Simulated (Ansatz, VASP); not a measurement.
Two plane-wave programs on CoW3

```
W Co
1.0
     0.00000    3.07208    3.07208
     3.07208    0.00000    3.07208
     3.07208    3.07208    0.00000
W Co
3 1
Direct
  0.25000 0.25000 0.25000
  0.75000 0.75000 0.75000
  0.50000 0.50000 0.50000
  0.00000 0.00000 0.00000
```

Alike in both runs: functional PBEsol; k mesh 12 × 12 × 12; occupations gaussian, width 0.1 eV; collinear spin.

Ansatz relaxed the structure, and its values are those at the end. VASP's run is a single point on that final structure, the one shown.

```csv
,VASP,Ansatz
version,VASP 6.6.1,Ansatz 0.2.0
potentials or method,"VASP PAW PBE potentials, release 64 (W_sv, Co), cutoff 520 eV","scalar-relativistic, plane waves, PAW"
valence electrons in the cell,51,59
```

```csv
,VASP,Ansatz,Ansatz less VASP
gap on the k mesh at the Fermi level (eV),none,none,-
pressure (GPa),0.5,0.0,-0.51
net moment per atom (μB),0.33,0.34,+0.010
size of the moment on the site where the two differ most (μB),1.07,1.12,+0.049
```

VASP's potentials were made for PBE, not for PBEsol. Site moments also hang on the region over which each program counts them. A gap of «none» marks a metal or a gap that the smearing closes. VASP's potentials hold 51 valence electrons a cell and Ansatz's 59, so a difference there can come from the potentials and not from the codes.

Spin-orbit coupling is off throughout.
